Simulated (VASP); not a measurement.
# As (R-3m) in VASP: a series of runs, part 2 of 2

VASP 6.6.1. The steps go on from the part before.

## Step 3: Electric field gradients, PBE, collinear spin, zero start

Contents of INCAR:

```
SYSTEM = As
PREC = Accurate ; ENCUT = 400
EDIFF = 1E-8 ; ISMEAR = -1
SIGMA = 0.05 ; LREAL = .FALSE.
LASPH = .TRUE. ; NELM = 200
ALGO = Normal ; ISIF = 2
LWAVE = .FALSE. ; LCHARG = .FALSE.
ISPIN = 2 ; MAGMOM = 0 0
LORBIT = 11 ; GGA = PE
LEFG = .TRUE. ; NBANDS = 26
GGA_COMPAT = .FALSE.
```

Contents of KPOINTS:

```
Automatic mesh
0
G
  10 10 10
  0 0 0
```

Contents of POSCAR:

```
As
1.0
    1.8797494575      1.0852738553      3.4857700000
   -1.8797494575      1.0852738553      3.4857700000
    0.0000000000     -2.1705477106      3.4857700000
As
2
Direct
    0.2275400000      0.2275400000      0.2275400000
    0.7724600000      0.7724600000      0.7724600000
```

Potentials or basis: VASP PAW PBE potentials, release 64 (As_d).

The run is started by

```
$ cat potpaw_PBE.64/As_d/POTCAR > POTCAR
$ mpirun -np 1 vasp_std > vasp.out
```

OUTCAR:

```text
SYSTEM = As
   PREC = Accurate
   ENCUT = 400
   EDIFF = 1E-8
   ISMEAR = -1
   LREAL = .FALSE.
   LASPH = .TRUE.
   NELM = 200
   ISIF = 2
   ISPIN = 2
   LORBIT = 11
   GGA = PE

 ion  position               nearest neighbor table
   1  0.228  0.228  0.228-   2 2.52   2 2.52   2 2.52
   2  0.772  0.772  0.772-   1 2.52   1 2.52   1 2.52

  LATTYP: Found a trigonal (rhomboedric) cell.
 ALAT       =     4.1063207202
 COS(alpha) =     0.5808936906

  Lattice vectors:

 A1 = (   1.8797494575,   1.0852738553,   3.4857700000)
 A2 = (  -1.8797494575,   1.0852738553,   3.4857700000)
 A3 = (   0.0000000000,  -2.1705477106,   3.4857700000)

Analysis of symmetry for initial positions (statically):
=====================================================================
 Subroutine PRICEL returns:
 Original cell was already a primitive cell.

 Routine SETGRP: Setting up the symmetry group for a
 trigonal (rhombohedral) supercell.

 Subroutine GETGRP returns: Found 12 space group operations
 (whereof 12 operations were pure point group operations)
 out of a pool of 12 trial point group operations.

The static configuration has the point symmetry D_3d.

Analysis of symmetry for dynamics (positions and initial velocities):
=====================================================================
 Subroutine PRICEL returns:
 Original cell was already a primitive cell.

 Routine SETGRP: Setting up the symmetry group for a
 trigonal (rhombohedral) supercell.

 Subroutine GETGRP returns: Found 12 space group operations
 (whereof 12 operations were pure point group operations)
 out of a pool of 12 trial point group operations.

The dynamic configuration has the point symmetry D_3d.

Analysis of structural, dynamic, and magnetic symmetry:
=====================================================================
 Subroutine PRICEL returns:
 Original cell was already a primitive cell.

 Routine SETGRP: Setting up the symmetry group for a
 trigonal (rhombohedral) supercell.

 Subroutine GETGRP returns: Found 12 space group operations
 (whereof 12 operations were pure point group operations)
 out of a pool of 12 trial point group operations.

The overall configuration has the point symmetry D_3d.

 Subroutine INISYM returns: Found 12 space group operations
 (whereof 12 operations are pure point group operations),
 and found     1 'primitive' translations

----------------------------------------------------------------------------------------

                                     Primitive cell

  volume of cell :      42.6667

  direct lattice vectors                    reciprocal lattice vectors
     1.879749457  1.085273855  3.485770000     0.265992895  0.153571070  0.095626887
    -1.879749457  1.085273855  3.485770000    -0.265992895  0.153571070  0.095626887
     0.000000000 -2.170547711  3.485770000     0.000000000 -0.307142139  0.095626887

  length of vectors
     4.106320720  4.106320720  4.106320720     0.321684310  0.321684310  0.321684310

  position of ions in fractional coordinates (direct lattice)
     0.227540000  0.227540000  0.227540000
[... 109 lines left out ...]
 spin polarized calculation
  energy-cutoff  :      400.00
  volume of cell :       42.67
 maximum number of plane-waves:       786
   NGX = 13   NGY = 13   NGZ = 13

 number of electron      29.9999992 magnetization       0.0000009

 number of electron      29.9999992 magnetization      -0.0000000

 Free energy of the ion-electron system (eV)
  ---------------------------------------------------
  ext. energy  EPLUGINS =         0.00000000
  ---------------------------------------------------
  free energy    TOTEN  =        -9.33824116 eV

  energy without entropy =       -9.33666245  energy(sigma->0) =       -9.33745181

 E-fermi :   3.9504     XC(G=0): -10.7108

 val. band max:        3.9398069157   @ k =   0.4000   0.2000   0.2000
 cond. band min:       4.0001240636   @ k =   0.4000   0.3000   0.3000
 fundamental gap:      0.0603171479
 Fermi energy:         3.9504363056

 spin component 1

 k-point     1 :       0.0000    0.0000    0.0000
  band No.  band energies     occupation
      1     -32.4163      1.00000
      2     -32.4163      1.00000
      3     -32.3711      1.00000
      4     -32.3711      1.00000
      5     -32.3400      1.00000
      6     -32.3023      1.00000
[... 685 lines left out ...]
     25      19.8552      0.00000
     26      20.5339      0.00000

 [... further k-points ...]

 spin component 2

 k-point     1 :       0.0000    0.0000    0.0000
  band No.  band energies     occupation
      1     -32.4163      1.00000
      2     -32.4163      1.00000
      3     -32.3711      1.00000
      4     -32.3711      1.00000
      5     -32.3400      1.00000
      6     -32.3023      1.00000
[... 685 lines left out ...]
     25      19.8552      0.00000
     26      20.5339      0.00000

 [... further k-points ...]

------------------------ aborting loop because EDIFF is reached ----------------------------------------

  FORCE on cell =-STRESS in cart. coord.  units (eV):
  Direction    XX          YY          ZZ          XY          YZ          ZX
  --------------------------------------------------------------------------------------
  -------------------------------------------------------------------------------------
  Total        0.9953639      0.9953639      0.7361148      0.0000000      0.0000000      0.0000000
  in kB       37.3768925     37.3768925     27.6418320      0.0000000      0.0000000      0.0000000
  external PRESSURE =      34.1318723 kB  Pullay stress =       0.0000000 kB

 VOLUME and BASIS-vectors are now :
 -----------------------------------------------------------------------------
  energy-cutoff  :      400.00
  volume of cell :       42.67
      direct lattice vectors                 reciprocal lattice vectors
     1.879749457  1.085273855  3.485770000     0.265992895  0.153571070  0.095626887
    -1.879749457  1.085273855  3.485770000    -0.265992895  0.153571070  0.095626887
     0.000000000 -2.170547711  3.485770000     0.000000000 -0.307142139  0.095626887

 POSITION                                       TOTAL-FORCE (eV/Angst)
 -----------------------------------------------------------------------------------
      0.00000      0.00000      2.37946         0.000000      0.000000      0.240892
      0.00000      0.00000      8.07785         0.000000     -0.000000     -0.240892
 -----------------------------------------------------------------------------------
    total drift:                               -0.000000      0.000000     -0.000000

  FREE ENERGIE OF THE ION-ELECTRON SYSTEM (eV)
  ---------------------------------------------------
  free  energy   TOTEN  =        -9.3382411575 eV

  energy  without entropy=       -9.3366624526  energy(sigma->0) =       -9.33745181

 Electric field gradients (V/A^2)
---------------------------------------------------------------------
 ion       V_xx      V_yy      V_zz      V_xy      V_xz      V_yz
---------------------------------------------------------------------
   1      24.468    24.468   -48.935    -0.000    -0.000    -0.000
   2      24.468    24.468   -48.935     0.000     0.000    -0.000
---------------------------------------------------------------------

 Electric field gradients after diagonalization (V/A^2)
 (convention: |V_zz| > |V_xx| > |V_yy|)
----------------------------------------------------------------------
 ion       V_xx      V_yy      V_zz     asymmetry (V_yy - V_xx)/ V_zz
----------------------------------------------------------------------
   1      24.468    24.468   -48.935       0.000
   2      24.468    24.468   -48.935       0.000
----------------------------------------------------------------------

           NMR quadrupolar parameters

 Cq : quadrupolar parameter    Cq=e*Q*V_zz/h
 eta: asymmetry parameters     (V_yy - V_xx)/ V_zz
 Q  : nuclear electric quadrupole moment in mb (millibarn)
----------------------------------------------------------------------
 ion       Cq(MHz)       eta       Q (mb)
----------------------------------------------------------------------
   1      -0.118       0.000       1.000
   2      -0.118       0.000       1.000
----------------------------------------------------------------------

 total charge

# of ion       s       p       d       tot
------------------------------------------
    1        1.538   1.859  10.078  13.476
    2        1.538   1.859  10.078  13.476
--------------------------------------------------
tot          3.076   3.719  20.157  26.952

 magnetization (x)

# of ion       s       p       d       tot
------------------------------------------
    1       -0.000  -0.000   0.000  -0.000
    2       -0.000  -0.000   0.000  -0.000
--------------------------------------------------
tot         -0.000  -0.000   0.000  -0.000
```

stdout:

```text
POSCAR found type information on POSCAR As
 POSCAR found :  1 types and       2 ions
 scaLAPACK will be used
 LDA part: xc-table for (Slater+PW92), standard interpolation
 POSCAR, INCAR and KPOINTS ok, starting setup
 FFT: planning ... GRIDC
 FFT: planning ... GRID_SOFT
 FFT: planning ... GRID
 WAVECAR not read
 entering main loop
ion   1

ion   2
```

Run time: 3 min. Hardware: 1 thread of Intel Xeon Platinum 8259CL at 2.50GHz (Skylake/Cascade Lake), shared host; peak memory 0.25 GiB.

What came out:

```yaml
Free_energy: -9.3382 eV
Pressure: 3.4 GPa
Largest_force: 0.241 eV/Å
Band_gap_on_the_k_mesh: zero (filled and empty bands overlap)
Net_moment: 0.00 μB per cell
Largest_electric_field_gradient_by_atom: As -48.9 V/Å²
Valence_electrons_inside_the_program's_atomic_spheres: As 13.48
```

Forces in eV/Å, atoms in the order of the input:
```
As   0.000  0.000  0.241
As   0.000  0.000 -0.241
```

Stress tensor (GPa, compression positive):
```
3.74 0.00 0.00
0.00 3.74 0.00
0.00 0.00 2.76
```

Levels at points of the mesh, in eV from the Fermi level:
Spin up:
```csv
k point,band 13,band 14,band 15,band 16,band 17,band 18
"(0.00, 0.00, 0.00)",-2.61,-2.09,-2.09,1.70,2.89,2.89
"(0.50, 0.00, 0.00)",-2.85,-2.81,-0.42,-0.38,0.20,1.19
"(0.50, 0.50, 0.00)",-6.15,-4.36,-4.22,1.44,5.43,6.76
"(0.50, 0.50, 0.50)",-1.80,-1.80,-0.64,0.62,0.62,1.73
```
Spin down:
```tsv
k point	band 11	band 12	band 13	band 14	band 15	band 16	band 17	band 18	band 19	band 20
(0.00, 0.00, 0.00)	-15.16	-5.84	-2.61	-2.09	-2.09	1.70	2.89	2.89	6.76	6.76
(0.50, 0.00, 0.00)	-12.40	-11.22	-2.85	-2.81	-0.42	-0.38	0.20	1.19	9.00	9.25
(0.50, 0.50, 0.00)	-12.36	-9.76	-6.15	-4.36	-4.22	1.44	5.43	6.76	7.29	10.70
(0.50, 0.50, 0.50)	-13.79	-10.19	-1.80	-1.80	-0.64	0.62	0.62	1.73	8.07	10.54
```

Electric field gradients, principal values (V/Å²):
```
atom   least  middle  greatest (by size)
1 As  24.468  24.468             -48.935
2 As  24.468  24.468             -48.935
```

Caveat: the cell stands under pressure; without QUAD_EFG the Cq values of the log hold for a quadrupole moment of 1 mb, not for the nuclei.

The gap in the log of VASP goes by the Fermi energy; the results here count the filled bands.